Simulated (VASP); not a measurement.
AlGa7As8: single point with PBEsol

AlGa7As8:

```
Al Ga As
1.0
    11.97224    0.00000    0.00000
     0.00000   13.82435    0.00000
     0.00000    0.00000   13.14297
Al Ga As
6 42 48
Direct
  0.99911 0.16555 0.99898
  0.33248 0.16636 0.99979
  0.33491 0.16500 0.49839
  0.99769 0.66682 0.49717
  0.83215 0.41630 0.00055
  0.83369 0.58340 0.74574
  0.00065 0.16709 0.50133
  0.16848 0.41568 0.00187
  0.16900 0.41629 0.50045
  0.00123 0.66718 0.00104
  0.66632 0.16756 0.00299
  0.66476 0.16720 0.49958
  0.50369 0.41650 0.99731
  0.49845 0.41731 0.49895
  0.33407 0.66647 0.99798
  0.33335 0.66718 0.50275
  0.16586 0.91796 0.00221
  0.16689 0.91799 0.50001
  0.83508 0.41837 0.49857
  0.66681 0.66324 0.99983
  0.66511 0.66575 0.50151
  0.49756 0.91655 0.00101
  0.50223 0.91596 0.49942
  0.83402 0.91614 0.99948
  0.83619 0.91576 0.49901
  0.16596 0.08203 0.24932
  0.16595 0.08539 0.74786
  0.00052 0.33303 0.25261
  0.99999 0.33350 0.74888
  0.49969 0.08368 0.24896
  0.49921 0.08276 0.74946
  0.33276 0.33463 0.24991
  0.33392 0.33508 0.75009
  0.16511 0.58327 0.25193
  0.16679 0.58037 0.75056
  0.99936 0.83359 0.25122
  0.00290 0.83345 0.75030
  0.83520 0.08251 0.25006
  0.83497 0.08425 0.75201
  0.66432 0.33181 0.25039
  0.66527 0.33604 0.75239
  0.50059 0.58237 0.24963
  0.50187 0.58459 0.75056
  0.33345 0.83364 0.25255
  0.33462 0.83364 0.75013
  0.83544 0.58313 0.24819
  0.66416 0.83452 0.25049
  0.66632 0.83188 0.74918
  0.99923 0.16709 0.18740
  0.00031 0.16415 0.68727
  0.33205 0.16492 0.18850
  0.33113 0.16665 0.68974
  0.16871 0.41687 0.18561
  0.16596 0.41675 0.68954
  0.00032 0.66803 0.18700
  0.99643 0.66656 0.68703
  0.66752 0.16964 0.18652
  0.66812 0.16796 0.68675
  0.50108 0.41529 0.18461
  0.50319 0.41530 0.68418
  0.33398 0.66812 0.18521
  0.33083 0.66757 0.68673
  0.16560 0.91709 0.18640
  0.16881 0.91395 0.68654
  0.83509 0.41564 0.18784
  0.83325 0.41745 0.68666
  0.66295 0.66861 0.18436
  0.66584 0.66582 0.68898
  0.50229 0.91567 0.18648
  0.49786 0.91774 0.68643
  0.83115 0.91612 0.18754
  0.83374 0.91859 0.68911
  0.16701 0.08382 0.43696
  0.16539 0.08377 0.93725
  0.00203 0.33199 0.43854
  0.00122 0.33192 0.93698
  0.50382 0.08479 0.43854
  0.49974 0.08340 0.93700
  0.33336 0.33261 0.43634
  0.33118 0.33467 0.93753
  0.16770 0.58331 0.43477
  0.16647 0.58369 0.93893
  0.00074 0.83298 0.43950
  0.00069 0.83395 0.93682
  0.83439 0.08368 0.43602
  0.83578 0.08537 0.94014
  0.66725 0.33331 0.43663
  0.66381 0.33634 0.93983
  0.50150 0.58351 0.43626
  0.50046 0.58313 0.93775
  0.33427 0.83212 0.43654
  0.33331 0.83359 0.93822
  0.82972 0.58166 0.43832
  0.83560 0.58269 0.93800
  0.66749 0.83219 0.43581
  0.66779 0.83236 0.93502
```

```
Program                : VASP 6.6.1
Task                   : single point
Functional             : PBEsol
Potentials or basis    : VASP PAW PBE potentials, release 64 (Al, Ga_d, As)
Cutoff                 : 500 eV
k mesh                 : 1 × 1 × 1, shifted
Occupations            : fermi-dirac, width 0.05 eV
Spin                   : no spin polarisation
Dipole correction      : no
Further INCAR settings : LREAL = Auto; ALGO = Normal; EDIFF = 1e-06; NBANDS = 456; ISYM = -1
```

```json
{
  "Pressure": "0.3 GPa",
  "Largest force": "0.955 eV/Å",
  "Band gap on the k mesh": "1.31 eV"
}
```

Forces in eV/Å, atoms in the order of the input:
```
Al   0.394  0.301  0.323
Al   0.047  0.082  0.056
Al  -0.003  0.119  0.361
Al   0.170 -0.304  0.292
Al   0.398  0.028  0.015
Al  -0.143 -0.065  0.682
Ga  -0.051 -0.208 -0.099
Ga  -0.286  0.225 -0.267
Ga  -0.088  0.134  0.085
Ga  -0.063  0.107 -0.093
Ga  -0.011 -0.015 -0.406
Ga   0.636  0.135  0.128
Ga  -0.875  0.219  0.296
Ga   0.264 -0.080 -0.187
Ga  -0.014  0.066  0.176
Ga   0.119 -0.172 -0.418
Ga   0.085 -0.076 -0.334
Ga   0.200 -0.132 -0.012
Ga  -0.051 -0.477  0.146
Ga   0.215  0.408 -0.181
Ga   0.049  0.131  0.033
Ga   0.486 -0.039 -0.236
Ga  -0.078  0.101 -0.026
Ga  -0.086  0.052  0.020
Ga  -0.277  0.260  0.260
Ga  -0.186  0.127  0.110
Ga   0.017 -0.618  0.343
Ga   0.144  0.033 -0.190
Ga  -0.140 -0.201  0.174
Ga   0.186 -0.034  0.108
Ga   0.141  0.240  0.070
Ga   0.152 -0.202 -0.098
Ga   0.059 -0.077  0.055
Ga   0.295  0.101 -0.524
Ga  -0.308  0.493  0.132
Ga  -0.092  0.122  0.045
Ga  -0.326 -0.003 -0.057
Ga  -0.246  0.106 -0.058
Ga  -0.321 -0.011  0.095
Ga   0.271  0.418  0.064
Ga   0.258 -0.343 -0.057
Ga  -0.189  0.027 -0.143
Ga  -0.495 -0.295 -0.069
Ga   0.005  0.022 -0.417
Ga  -0.077 -0.048  0.173
Ga  -0.518  0.120  0.088
Ga   0.235 -0.255 -0.075
Ga  -0.049  0.352 -0.029
As   0.204 -0.011 -0.093
As  -0.085  0.476 -0.069
As   0.074  0.284 -0.147
As   0.351  0.210 -0.478
As  -0.329  0.018  0.407
As   0.190 -0.179 -0.453
As   0.084 -0.065  0.107
As   0.677  0.082 -0.243
As   0.020 -0.595  0.300
As  -0.102  0.002  0.215
As  -0.124  0.148  0.121
As  -0.428  0.409  0.296
As  -0.121 -0.226  0.223
As   0.295 -0.243  0.339
As   0.148 -0.199  0.333
As  -0.063  0.515  0.058
As  -0.211 -0.027  0.062
As  -0.006 -0.251 -0.105
As   0.517 -0.229  0.397
As   0.107  0.149 -0.350
As  -0.477  0.294  0.155
As   0.383 -0.233 -0.040
As   0.189 -0.022 -0.077
As   0.088 -0.284 -0.250
As  -0.078 -0.058 -0.076
As   0.096 -0.128 -0.205
As  -0.087  0.258  0.052
As  -0.162  0.185 -0.030
As  -0.418 -0.456 -0.385
As   0.088 -0.002  0.050
As   0.028 -0.020  0.057
As   0.484 -0.128 -0.062
As  -0.132 -0.012  0.542
As   0.032 -0.185 -0.180
As   0.112  0.071 -0.369
As   0.049 -0.076  0.100
As  -0.160 -0.021  0.222
As  -0.642 -0.301 -0.289
As  -0.088  0.097  0.085
As   0.567 -0.640 -0.426
As  -0.384  0.014  0.117
As  -0.099 -0.054 -0.212
As  -0.104  0.235  0.290
As  -0.224 -0.009 -0.154
As   0.209  0.374 -0.430
As  -0.123  0.015 -0.354
As   0.089 -0.014  0.266
As  -0.287 -0.040  0.329
```

Stress tensor (GPa, compression positive):
```
0.20 0.17 0.03
0.17 0.25 0.00
0.03 0.00 0.37
```

Levels at points of the mesh, in eV from the valence-band top:
```
           k point  band 400  band 401  band 402  band 403  band 404  band 405
(0.25, 0.25, 0.25)     -0.42     -0.22      0.00      1.31      1.48      1.54
```

Run time: 7.6 min on 4 MPI ranks on Intel(R) Xeon(R) 6975P-C (Granite Rapids) (shared host), peak memory 0.76 GiB a rank.

Caveat: the PAW data sets were made with another functional, which shifts forces and pressure a little; a shifted mesh leaves out Γ, where band edges can lie. A k mesh can miss the band edges.
